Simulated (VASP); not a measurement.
# HfO2 (fluorite type) (Fm-3m) in VASP: a series of runs

HfO2 (fluorite type) is run at these levels: r2SCAN; tasks: single point.

All numbers are computed with VASP 6.6.1; they aren't measurements. Logs are shortened: lines on timing, memory, paths and dates and some standing lists are left out, and cuts for length are marked.

## Step 1: The cell of the first run

It takes space group Fm-3m (No. 225, cubic). The conventional cell has a = 4.314 Å, b = 4.314 Å, c = 4.314 Å, α = 90.00°, β = 90.00°, γ = 90.00°. Hf (site symmetry m-3m) has 8 O at 1.87 Å within 2.5 Å. O (site symmetry -43m) has 4 Hf at 1.87 Å and 6 O at 2.16 Å within 2.5 Å.

## Step 2: Single point, r2SCAN (volume scaled by 0.62)

Contents of POSCAR:

```
HfO2
1.0
    0.0000000000      2.1567643986      2.1567643986
    2.1567643986      0.0000000000      2.1567643986
    2.1567643986      2.1567643986      0.0000000000
Hf O
1 2
Direct
    0.0000000000      0.0000000000      0.0000000000
    0.2500000000      0.2500000000      0.2500000000
    0.7500000000      0.7500000000      0.7500000000
```

Contents of INCAR.step1:

```
SYSTEM = HfO2
PREC     = Accurate       ! precision mode
ENCUT    = 520            ! plane-wave cutoff, eV
ISMEAR   = -1             ! smearing method
SIGMA    = 0.1            ! smearing width, eV
LREAL    = .False.        ! projectors in reciprocal space
LASPH    = .True.         ! aspherical terms in the spheres
NELM     = 80             ! most SCF steps
NBANDS   = 18             ! bands
GGA      = PE             ! functional
ALGO     = Normal         ! electronic algorithm
EDIFF    = 1E-4           ! SCF threshold, eV
LWAVE    = .True.         ! write WAVECAR
LCHARG   = .False.        ! write CHGCAR
```

Contents of INCAR.step2:

```
SYSTEM = HfO2
PREC     = Accurate       ! precision mode
ENCUT    = 520            ! plane-wave cutoff, eV
EDIFF    = 1E-6           ! SCF threshold, eV
ISMEAR   = -1             ! smearing method
SIGMA    = 0.1            ! smearing width, eV
LREAL    = .False.        ! projectors in reciprocal space
LASPH    = .True.         ! aspherical terms in the spheres
NELM     = 80             ! most SCF steps
ALGO     = Normal         ! electronic algorithm
ISIF     = 2              ! what is computed and relaxed
LWAVE    = .False.        ! write WAVECAR
LCHARG   = .False.        ! write CHGCAR
METAGGA  = R2SCAN         ! meta-GGA
LMIXTAU  = .True.       
NBANDS   = 18             ! bands
ISTART   = 1
```

Contents of KPOINTS:

```
regular mesh
0
Gamma
  11 11 11
  0 0 0
```

Potentials or basis: VASP PAW PBE potentials, release 64 (Hf_pv, O).

On the command line:

```bash
cat potpaw_PBE.64/Hf_pv/POTCAR potpaw_PBE.64/O/POTCAR > POTCAR
cp INCAR.step1 INCAR
mpirun -np 1 vasp_std > vasp.out
cp INCAR.step2 INCAR
mpirun -np 1 vasp_std > vasp.out
```

OUTCAR:

```text
SYSTEM = HfO2
   PREC = Accurate
   ENCUT = 520
   EDIFF = 1E-6
   ISMEAR = -1
   LREAL = .False.
   LASPH = .True.
   NELM = 80
   ISIF = 2
   METAGGA = R2SCAN
   ISTART = 1

 ion  position               nearest neighbor table
   1  0.000  0.000  0.000-   3 1.87   3 1.87   3 1.87   2 1.87   3 1.87   2 1.87   2 1.87   2 1.87

   2  0.250  0.250  0.250-   1 1.87   1 1.87   1 1.87   1 1.87
   3  0.750  0.750  0.750-   1 1.87   1 1.87   1 1.87   1 1.87

  LATTYP: Found a face centered cubic cell.
 ALAT       =     4.3135287972

  Lattice vectors:

 A1 = (   0.0000000000,   2.1567643986,   2.1567643986)
 A2 = (   2.1567643986,   0.0000000000,   2.1567643986)
 A3 = (   2.1567643986,   2.1567643986,   0.0000000000)

Analysis of symmetry for initial positions (statically):
=====================================================================
 Subroutine PRICEL returns:
 Original cell was already a primitive cell.

 Routine SETGRP: Setting up the symmetry group for a
 face centered cubic supercell.

 Subroutine GETGRP returns: Found 48 space group operations
 (whereof 48 operations were pure point group operations)
 out of a pool of 48 trial point group operations.

The static configuration has the point symmetry O_h .

Analysis of symmetry for dynamics (positions and initial velocities):
=====================================================================
 Subroutine PRICEL returns:
 Original cell was already a primitive cell.

 Routine SETGRP: Setting up the symmetry group for a
 face centered cubic supercell.

 Subroutine GETGRP returns: Found 48 space group operations
 (whereof 48 operations were pure point group operations)
 out of a pool of 48 trial point group operations.

The dynamic configuration has the point symmetry O_h .

 Subroutine INISYM returns: Found 48 space group operations
 (whereof 48 operations are pure point group operations),
 and found     1 'primitive' translations

----------------------------------------------------------------------------------------

                                     Primitive cell

  volume of cell :      20.0650

  direct lattice vectors                    reciprocal lattice vectors
     0.000000000  2.156764399  2.156764399    -0.231828753  0.231828753  0.231828753
     2.156764399  0.000000000  2.156764399     0.231828753 -0.231828753  0.231828753
     2.156764399  2.156764399  0.000000000     0.231828753  0.231828753 -0.231828753

  length of vectors
     3.050125463  3.050125463  3.050125463     0.401539178  0.401539178  0.401539178

  position of ions in fractional coordinates (direct lattice)
     0.000000000  0.000000000  0.000000000
     0.250000000  0.250000000  0.250000000
     0.750000000  0.750000000  0.750000000

  ion indices of the primitive-cell ions
   primitive index   ion index
                 1           1
                 2           2
                 3           3

----------------------------------------------------------------------------------------

 KPOINTS: regular mesh

Automatic generation of k-mesh.
 Grid dimensions read from file:
 generate k-points for:   11   11   11

 Generating k-lattice:

  Cartesian coordinates                     Fractional coordinates (reciprocal lattice)
    -0.021075341  0.021075341  0.021075341     0.090909091  0.000000000  0.000000000
     0.021075341 -0.021075341  0.021075341     0.000000000  0.090909091  0.000000000
     0.021075341  0.021075341 -0.021075341     0.000000000  0.000000000  0.090909091

  Length of vectors
     0.036503562  0.036503562  0.036503562

  Shift w.r.t. Gamma in fractional coordinates (k-lattice)
     0.000000000  0.000000000  0.000000000

 Subroutine IBZKPT returns following result:
 ===========================================

 Found     56 irreducible k-points:

 Following reciprocal coordinates:
            Coordinates               Weight
  0.000000  0.000000  0.000000      1.000000
  0.090909  0.000000  0.000000      8.000000
  0.181818  0.000000  0.000000      8.000000
  0.272727  0.000000  0.000000      8.000000
  0.363636  0.000000  0.000000      8.000000
  0.454545  0.000000  0.000000      8.000000
[... 16 lines left out ...]
 -0.272727  0.181818  0.000000     24.000000
 -0.181818  0.181818  0.000000     12.000000
 [... further k-points ...]
   k-points           NKPTS =     56   k-points in BZ     NKDIM =     56   number of bands    NBANDS=     18
   number of dos      NEDOS =    301   number of ions     NIONS =      3
   total plane-waves  NPLWV =  13824
   dimension x,y,z NGX =    24 NGY =   24 NGZ =   24
   dimension x,y,z NGXF=    48 NGYF=   48 NGZF=   48
   ions per type =               1   2
   NGX,Y,Z   is equivalent  to a cutoff of  13.08, 13.08, 13.08 a.u.
   NGXF,Y,Z  is equivalent  to a cutoff of  26.16, 26.16, 26.16 a.u.
 SYSTEM =  HfO2
   PREC   = accura    normal or accurate (medium, high low for compatibility)
   ISTART =      1    job   : 0-new  1-cont  2-samecut
[... 26 lines left out ...]
     AMIX     =   0.40;   BMIX     =  1.00
     AMIX_MAG =   1.60;   BMIX_MAG =  1.00
  volume/ion in A,a.u.               =       6.69        45.13
  Fermi-wavevector in a.u.,A,eV,Ry     =   1.688119  3.190082 38.773138  2.849745
  Thomas-Fermi vector in A             =   2.770482
   LORBIT       =      0    0 simple, 1 ext, 2 COOP (PROOUT), +10 PAW based schemes
   METAGGA = R2SCAN    functional components
   LHFCALC =     F    Hartree Fock is set to
   AEXX    =    0.0000 exact exchange contribution
   IVDW    =     0    specifies the selected vdW correction
   LEPSILON=     F    determine dielectric tensor
   LRPA    =     F    only Hartree local field effects (RPA)
 non-spin polarized calculation
  energy-cutoff  :      520.00
  volume of cell :       20.06
 maximum number of plane-waves:       556
   NGX = 11   NGY = 11   NGZ = 11

 number of electron      21.9999994 magnetization

 Free energy of the ion-electron system (eV)
  ---------------------------------------------------
  ext. energy  EPLUGINS =         0.00000000
  ---------------------------------------------------
  free energy    TOTEN  =       -60.14728583 eV

  energy without entropy =      -60.14728583  energy(sigma->0) =      -60.14728583

 E-fermi :  11.0360     XC(G=0): -15.6809

 val. band max:        8.9130124762   @ k =  -0.4545   0.4545   0.0000
 cond. band min:      14.1903008111   @ k =   0.0000   0.0000   0.0000
 fundamental gap:      5.2772883349
 Fermi energy:        11.0359830693

 k-point     1 :       0.0000    0.0000    0.0000
  band No.  band energies     occupation
      1     -19.8244      2.00000
      2     -19.8244      2.00000
      3     -19.8244      2.00000
      4     -14.1909      2.00000
      5      -8.4302      2.00000
      6      -0.4484      2.00000
[... 10 lines left out ...]
     17      27.7701      0.00000
     18      27.7701      0.00000

 k-point     2 :       0.0909    0.0000    0.0000
  band No.  band energies     occupation
      1     -20.2233      2.00000
      2     -19.8536      2.00000
      3     -19.8536      2.00000
      4     -13.6994      2.00000
      5      -8.7490      2.00000
      6      -0.2904      2.00000
[... 10 lines left out ...]
     17      27.1571      0.00000
     18      27.1571      0.00000

 k-point     3 :       0.1818    0.0000    0.0000
  band No.  band energies     occupation
      1     -21.0736      2.00000
      2     -19.9306      2.00000
      3     -19.9306      2.00000
      4     -12.7099      2.00000
      5      -9.2681      2.00000
      6       0.1240      2.00000
[... 10 lines left out ...]
     17      26.2175      0.00000
     18      26.2175      0.00000

 k-point     4 :       0.2727    0.0000    0.0000
  band No.  band energies     occupation
      1     -21.9327      2.00000
      2     -20.0289      2.00000
      3     -20.0289      2.00000
      4     -12.1764      2.00000
      5      -9.1037      2.00000
      6       0.6250      2.00000
[... 375 lines left out ...]
      4     -11.1535      2.00000
      5      -8.4819      2.00000
      6       1.2998      2.00000
[... 10 lines left out ...]
     17      24.7967      0.00000
     18      25.1084      0.00000

 k-point    23 :      -0.2727    0.1818    0.0000
  band No.  band energies     occupation
      1     -22.2868      2.00000
      2     -20.9333      2.00000
      3     -20.1212      2.00000
      4     -10.8998      2.00000
      5      -9.3546      2.00000
      6       1.1145      2.00000
[... 10 lines left out ...]
     17      25.2969      0.00000
     18      25.8409      0.00000

 k-point    24 :      -0.1818    0.1818    0.0000
  band No.  band energies     occupation
      1     -21.8783      2.00000
      2     -20.5880      2.00000
      3     -20.0102      2.00000
      4     -11.1337      2.00000
      5      -9.8712      2.00000
      6       0.8328      2.00000
[... 10 lines left out ...]
     17      25.7484      0.00000
     18      26.0238      0.00000

 [... further k-points ...]

------------------------ aborting loop because EDIFF is reached ----------------------------------------

  FORCE on cell =-STRESS in cart. coord.  units (eV):
  Direction    XX          YY          ZZ          XY          YZ          ZX
  --------------------------------------------------------------------------------------
  -------------------------------------------------------------------------------------
  Total       42.4145345     42.4145345     42.4145345     -0.0000000     -0.0000000     -0.0000000
  in kB     3386.7814563   3386.7814563   3386.7814563     -0.0000000     -0.0000000     -0.0000000
  external PRESSURE =    3386.7814563 kB  Pullay stress =       0.0000000 kB

 VOLUME and BASIS-vectors are now :
 -----------------------------------------------------------------------------
  energy-cutoff  :      520.00
  volume of cell :       20.06
      direct lattice vectors                 reciprocal lattice vectors
     0.000000000  2.156764399  2.156764399    -0.231828753  0.231828753  0.231828753
     2.156764399  0.000000000  2.156764399     0.231828753 -0.231828753  0.231828753
     2.156764399  2.156764399  0.000000000     0.231828753  0.231828753 -0.231828753

 POSITION                                       TOTAL-FORCE (eV/Angst)
 -----------------------------------------------------------------------------------
      0.00000      0.00000      0.00000        -0.000000      0.000000     -0.000000
      1.07838      1.07838      1.07838        -0.000000     -0.000000     -0.000000
      3.23515      3.23515      3.23515         0.000000      0.000000      0.000000
 -----------------------------------------------------------------------------------
    total drift:                                0.000000      0.000000      0.000000

  FREE ENERGIE OF THE ION-ELECTRON SYSTEM (eV)
  ---------------------------------------------------
  free  energy   TOTEN  =       -60.1472858324 eV

  energy  without entropy=      -60.1472858324  energy(sigma->0) =      -60.14728583
```

Run time: 23 s. Hardware: 1 thread of Intel Xeon 6975P-C (Granite Rapids), shared host; peak memory 0.15 GiB.

Results:

```
Free energy            : -60.1473 eV
Pressure               : 338.7 GPa
Band gap on the k mesh : 5.28 eV, indirect (least direct gap 6.03 eV)
```

Levels at points of the mesh, in eV from the valence-band top:
```csv
k point,band 9,band 10,band 11,band 12,band 13,band 14
"(0.00, 0.00, 0.00)",-0.87,-0.87,-0.87,5.28,5.28,10.54
```

Caveat: the PAW data sets were made with another functional, which shifts forces and pressure a little; spin-orbit coupling is left out, which moves the levels of the heavy elements.

## Step 3: Single point, r2SCAN (volume scaled by 0.72)

Contents of POSCAR:

```
HfO2
1.0
    0.0000000000      2.2669901948      2.2669901948
    2.2669901948      0.0000000000      2.2669901948
    2.2669901948      2.2669901948      0.0000000000
Hf O
1 2
Direct
    0.0000000000      0.0000000000      0.0000000000
    0.2500000000      0.2500000000      0.2500000000
    0.7500000000      0.7500000000      0.7500000000
```

Contents of INCAR.step1:

```
PREC = Accurate
ENCUT = 520
ISMEAR = -1
SIGMA = 0.1
LREAL = False
LASPH = True
NELM = 60
NBANDS = 18
GGA = PE
ALGO = Normal
EDIFF = 1E-4
LWAVE = True
LCHARG = False
```

Contents of INCAR.step2:

```
PREC = Accurate
ENCUT = 520
EDIFF = 1E-6
ISMEAR = -1
SIGMA = 0.1
LREAL = False
LASPH = True
NELM = 60
ALGO = Normal
ISIF = 2
LWAVE = False
LCHARG = True
METAGGA = R2SCAN
LMIXTAU = True
LELF = True
LVHAR = True
NBANDS = 18
ISTART = 1
```

Contents of KPOINTS:

```
regular mesh
0
Gamma
  11 11 11
```

Potentials or basis: VASP PAW PBE potentials, release 64 (Hf_pv, O).

On the command line:

```bash
cat potpaw_PBE.64/Hf_pv/POTCAR potpaw_PBE.64/O/POTCAR > POTCAR
cp INCAR.step1 INCAR
mpirun -np 1 vasp_std > vasp.out
cp INCAR.step2 INCAR
mpirun -np 1 vasp_std > vasp.out
```

Wall time 24 s (1 thread of Intel Xeon 6975P-C (Granite Rapids), shared host); peak memory 0.15 GiB.

It converged, with:

- Free energy: -65.0976 eV
- Pressure: 168.3 GPa
- Band gap on the k mesh: 5.15 eV, indirect (least direct gap 5.51 eV)

Levels at points of the mesh, in eV from the valence-band top:
| k point | band 9 | band 10 | band 11 | band 12 | band 13 | band 14 |
| --- | --- | --- | --- | --- | --- | --- |
| (0.00, 0.00, 0.00) | -0.77 | -0.77 | -0.77 | 5.15 | 5.15 | 9.31 |

Caveat: the PAW data sets were made with another functional, which shifts forces and pressure a little; spin-orbit coupling is left out, which moves the levels of the heavy elements.

## Step 4: Single point, r2SCAN (volume scaled by 0.8)

Contents of POSCAR:

```
HfO2
1.0
    0.0000000000      2.3480218747      2.3480218747
    2.3480218747      0.0000000000      2.3480218747
    2.3480218747      2.3480218747      0.0000000000
Hf O
1 2
Direct
    0.0000000000      0.0000000000      0.0000000000
    0.2500000000      0.2500000000      0.2500000000
    0.7500000000      0.7500000000      0.7500000000
```

Contents of INCAR.step1:

```
SYSTEM = HfO2
PREC = Accurate
ENCUT = 520
ISMEAR = -1
SIGMA = 0.1
LREAL = .FALSE.
LASPH = .TRUE.
NELM = 100
NBANDS = 18
GGA = PE
ALGO = Normal
EDIFF = 1E-4
LWAVE = .TRUE.
LCHARG = .FALSE.
```

Contents of INCAR.step2:

```
SYSTEM = HfO2
PREC = Accurate
ENCUT = 520
EDIFF = 1E-6
ISMEAR = -1
SIGMA = 0.1
LREAL = .FALSE.
LASPH = .TRUE.
NELM = 100
ALGO = Normal
ISIF = 2
LWAVE = .FALSE.
LCHARG = .FALSE.
METAGGA = R2SCAN
LMIXTAU = .TRUE.
NBANDS = 18
ISTART = 1
```

Contents of KPOINTS:

```
Automatic mesh
0
G
  11 11 11
  0 0 0
```

On the command line:

```bash
cat potpaw_PBE.64/Hf_pv/POTCAR potpaw_PBE.64/O/POTCAR > POTCAR
cp INCAR.step1 INCAR
mpirun -np 1 vasp_std > vasp.out
cp INCAR.step2 INCAR
mpirun -np 1 vasp_std > vasp.out
```

Wall time 54 s (1 thread of Intel Xeon 6975P-C (Granite Rapids), shared host); peak memory 0.18 GiB.

Results (log left out):

| Quantity | Value |
| --- | --- |
| Free energy | -67.1410 eV |
| Pressure | 89.8 GPa |
| Band gap on the k mesh | 4.98 eV, indirect (least direct gap 5.17 eV) |

Levels at points of the mesh, in eV from the valence-band top:
```
           k point  band 9  band 10  band 11  band 12  band 13  band 14
(0.00, 0.00, 0.00)   -0.71    -0.71    -0.71     4.98     4.98     8.43
```

Caveat: the PAW data sets were made with another functional, which shifts forces and pressure a little; spin-orbit coupling is left out, which moves the levels of the heavy elements. A k mesh can miss the band edges.

## Step 5: Single point, r2SCAN (volume scaled by 0.88)

Contents of POSCAR:

```
HfO2
1.0
    0.0000000000      2.4238162919      2.4238162919
    2.4238162919      0.0000000000      2.4238162919
    2.4238162919      2.4238162919      0.0000000000
Hf O
1 2
Direct
    0.0000000000      0.0000000000      0.0000000000
    0.2500000000      0.2500000000      0.2500000000
    0.7500000000      0.7500000000      0.7500000000
```

Contents of INCAR.step1:

```
ALGO = Normal ; EDIFF = 1E-4
ENCUT = 520 ; GGA = PE
ISMEAR = -1 ; LASPH = True
LCHARG = False ; LREAL = False
LWAVE = True ; NBANDS = 18
NELM = 80 ; PREC = Accurate
SIGMA = 0.1
```

Contents of INCAR.step2:

```
ALGO = Normal ; EDIFF = 1E-6
ENCUT = 520 ; ISIF = 2
ISMEAR = -1 ; ISTART = 1
LASPH = True ; LCHARG = False
LMIXTAU = True ; LREAL = False
LWAVE = False ; METAGGA = R2SCAN
NBANDS = 18 ; NELM = 80
PREC = Accurate ; SIGMA = 0.1
```

Contents of KPOINTS:

```
k-points
0
Gamma
  11 11 11
```

On the command line:

```bash
cat potpaw_PBE.64/Hf_pv/POTCAR potpaw_PBE.64/O/POTCAR > POTCAR
cp INCAR.step1 INCAR
mpirun -np 1 vasp_std > vasp.out
cp INCAR.step2 INCAR
mpirun -np 1 vasp_std > vasp.out
```

It took 76 s on 1 thread of Intel Xeon 6975P-C (Granite Rapids), shared host; peak memory 0.18 GiB.

Results (log left out):

```
Free energy            : -68.1627 eV
Pressure               : 39.9 GPa
Band gap on the k mesh : 4.78 eV, indirect (least direct gap 4.87 eV)
```

Levels at points of the mesh, in eV from the valence-band top:
| k point | band 9 | band 10 | band 11 | band 12 | band 13 | band 14 |
| --- | --- | --- | --- | --- | --- | --- |
| (0.00, 0.00, 0.00) | -0.66 | -0.66 | -0.66 | 4.78 | 4.78 | 7.63 |

Caveat: the PAW data sets were made with another functional, which shifts forces and pressure a little; spin-orbit coupling is left out, which moves the levels of the heavy elements. A k mesh can miss the band edges.

## Step 6: Overview

| cell | gap on the mesh (eV) | pressure (GPa) |
| --- | --- | --- |
| a = 3.050 Å, angles 60.0°, 3 atoms | 5.28 | 338.7 |
| a = 3.206 Å, angles 60.0°, 3 atoms | 5.15 | 168.3 |
| a = 3.321 Å, angles 60.0°, 3 atoms | 4.98 | 89.8 |
| a = 3.428 Å, angles 60.0°, 3 atoms | 4.78 | 39.9 |

Alike in all rows: task single point; level r2SCAN; potentials or basis VASP PAW PBE potentials, release 64 (Hf_pv, O); no spin polarisation; k mesh 11 × 11 × 11; cutoff (eV) 520; smearing fermi-dirac 0.1 eV.

Caveats: the PAW data sets were made with another functional, which shifts forces and pressure a little; spin-orbit coupling is left out, which moves the levels of the heavy elements.

Total energies depend on the potentials used, so only differences within one code and one set of settings carry meaning.
